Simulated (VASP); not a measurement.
# Be2NbF6 (P1) in VASP: further runs, part 2 of 2

VASP 6.6.1.

### Step 3. Single point, PBE

Contents of INCAR:

```
SYSTEM = Be2NbF6
PREC     = Accurate       ! precision mode
ENCUT    = 520            ! plane-wave cutoff, eV
EDIFF    = 1E-6           ! SCF threshold, eV
ISMEAR   = 0              ! smearing method
SIGMA    = 0.1            ! smearing width, eV
LREAL    = .False.        ! projectors in reciprocal space
LASPH    = .True.         ! aspherical terms in the spheres
NELM     = 120            ! most SCF steps
ALGO     = Normal         ! electronic algorithm
ISIF     = 2              ! what is computed and relaxed
LWAVE    = .False.        ! write WAVECAR
LCHARG   = .False.        ! write CHGCAR
GGA      = PE             ! functional
NBANDS   = 40             ! bands
GGA_COMPAT= .False.
```

Contents of KPOINTS:

```
Automatic mesh
0
Gamma
  4 4 3
  0 0 0
```

Contents of POSCAR:

```
Be2NbF6
1.0
    2.4074980600      4.1699089600      0.0000000000
   -2.4074980000      4.1699089300      0.0000000000
    0.0000000000      0.0000000000      4.4791480000
Nb F Be
1 6 2
Direct
   -0.0123410925      0.0057100125     -0.0050092116
    0.3751378549      0.5903745955      0.3091076696
   -0.0136940822      0.4083959877      0.3015676196
    0.5861606940      0.0021814073      0.3402711855
    0.0232044335      0.5958445775      0.6718587999
    0.6272142800      0.4166317738      0.6676890337
    0.4395019481     -0.0489495370      0.7270465276
    0.3590957894      0.3427701358      0.4886659249
    0.6890230409      0.6732465133      0.5259962386
```

Potentials or basis: VASP PAW PBE potentials, release 64 (Nb_sv, F, Be).

Started as:

```
$ cat potpaw_PBE.64/Nb_sv/POTCAR potpaw_PBE.64/F/POTCAR potpaw_PBE.64/Be/POTCAR > POTCAR
$ mpirun -np 1 vasp_std > vasp.out
```

OUTCAR:

```text
SYSTEM = Be2NbF6
   PREC = Accurate
   ENCUT = 520
   EDIFF = 1E-6
   ISMEAR = 0
   LREAL = .False.
   LASPH = .True.
   NELM = 120
   ISIF = 2
   GGA = PE

 ion  position               nearest neighbor table
   1  0.988  0.006  0.995-   3 2.37   6 2.38   7 2.38   5 2.38   2 2.39
   2  0.375  0.590  0.309-   8 1.47   9 2.00   1 2.39
   3  0.986  0.408  0.302-   9 1.69   8 1.86   1 2.37
   4  0.586  0.002  0.340-   8 1.59   9 1.63
   5  0.023  0.596  0.672-   9 1.60   8 1.67   1 2.38
   6  0.627  0.417  0.668-   9 1.54   8 1.70   1 2.38
   7  0.440  0.951  0.727-   9 1.56   8 2.03   1 2.38
   8  0.359  0.343  0.489-   2 1.47   4 1.59   5 1.67   6 1.70   3 1.86   7 2.03
   9  0.689  0.673  0.526-   6 1.54   7 1.56   5 1.60   4 1.63   3 1.69   2 2.00

[... 1248 lines left out ...]

 VOLUME and BASIS-vectors are now :
 -----------------------------------------------------------------------------
  energy-cutoff  :      520.00
  volume of cell :       89.93
      direct lattice vectors                 reciprocal lattice vectors
     2.407498060  4.169908960  0.000000000     0.207684489  0.119906693  0.000000000
    -2.407498000  4.169908930  0.000000000    -0.207684491  0.119906696  0.000000000
     0.000000000  0.000000000  4.479148000     0.000000000  0.000000000  0.223256744

 POSITION                                       TOTAL-FORCE (eV/Angst)
 -----------------------------------------------------------------------------------
      2.36404      4.14226      4.45671         0.607299      0.545440      0.311848
     -0.51818      4.02610      1.38454        -3.033179      1.183757     -5.087425
      1.39132      5.81578      1.35077         1.313760     -2.370507     -3.980591
      1.40593      2.45333      1.52412         0.759311      2.246473     -4.456411
     -1.37863      2.58138      3.00935        -0.522700      2.384953      4.571795
      0.50698      4.35274      2.99068         3.303563     -1.595087      4.496950
     -1.23155      5.79848      3.25655        -2.491787     -1.471819      4.365234
      0.03930      2.92672      2.18881        -0.261290     -1.047131      0.486246
      0.03798      5.68054      2.35602         0.325023      0.123919     -0.707646
 -----------------------------------------------------------------------------------
    total drift:                                0.000737     -0.001409     -0.000277

  FREE ENERGIE OF THE ION-ELECTRON SYSTEM (eV)
  ---------------------------------------------------
  free  energy   TOTEN  =       -47.4298230938 eV

  energy  without entropy=      -47.3250995457  energy(sigma->0) =      -47.37746132
```

OSZICAR:

```text
N       E                     dE             d eps       ncg     rms          rms(c)
DAV:   1     0.503084919486E+03    0.50308E+03   -0.33982E+04  2088   0.146E+03
DAV:   2    -0.199925980885E+02   -0.52308E+03   -0.50891E+03  2480   0.444E+02
DAV:   3    -0.507444154874E+02   -0.30752E+02   -0.30299E+02  2872   0.108E+02
DAV:   4    -0.518450080281E+02   -0.11006E+01   -0.10915E+01  3160   0.196E+01
DAV:   5    -0.518675143334E+02   -0.22506E-01   -0.22491E-01  2800   0.259E+00    0.130E+01
DAV:   6    -0.473403041365E+02    0.45272E+01   -0.17106E+01  2912   0.284E+01    0.414E+00
DAV:   7    -0.474018213984E+02   -0.61517E-01   -0.80692E-01  2768   0.542E+00    0.263E+00
DAV:   8    -0.474278367507E+02   -0.26015E-01   -0.19322E-01  2736   0.282E+00    0.107E+00
DAV:   9    -0.474303476074E+02   -0.25109E-02   -0.44321E-02  3128   0.914E-01    0.362E-01
DAV:  10    -0.474293368175E+02    0.10108E-02   -0.58417E-03  2664   0.402E-01    0.170E-01
DAV:  11    -0.474296162833E+02   -0.27947E-03   -0.21723E-03  2448   0.260E-01    0.910E-02
DAV:  12    -0.474297785266E+02   -0.16224E-03   -0.29916E-04  2664   0.106E-01    0.262E-02
DAV:  13    -0.474298130250E+02   -0.34498E-04   -0.43241E-05  2560   0.403E-02    0.141E-02
DAV:  14    -0.474298200878E+02   -0.70628E-05   -0.82099E-06  2512   0.160E-02    0.721E-03
DAV:  15    -0.474298226143E+02   -0.25265E-05   -0.28956E-06  1984   0.100E-02    0.362E-03
DAV:  16    -0.474298230938E+02   -0.47947E-06   -0.68179E-07  1672   0.522E-03
   1 F= -.47429823E+02 E0= -.47377461E+02  d E =-.104724E+00
```

Run time: 79 s. Hardware: 1 thread of Intel Xeon Platinum 8375C at 2.90GHz (Ice Lake), shared host; peak memory 0.24 GiB.

Results:

* Free energy: -47.4298 eV
* Pressure: 14.4 GPa
* Largest force: 6.040 eV/Å
* Band gap on the k mesh: zero (an odd number of electrons rules out a gap without spin polarisation)

Forces on the atoms (eV/Å):
```
Nb   0.607  0.545  0.312
F   -3.033  1.184 -5.087
F    1.314 -2.371 -3.981
F    0.759  2.246 -4.456
F   -0.523  2.385  4.572
F    3.304 -1.595  4.497
F   -2.492 -1.472  4.365
Be  -0.261 -1.047  0.486
Be   0.325  0.124 -0.708
```

Caveat: the k points lie up to 0.47 Å⁻¹ apart, too coarse for converged energies and pressures of a metal; an odd number of electrons without spin polarisation forces a metal; a magnetic or distorted state may lie lower.
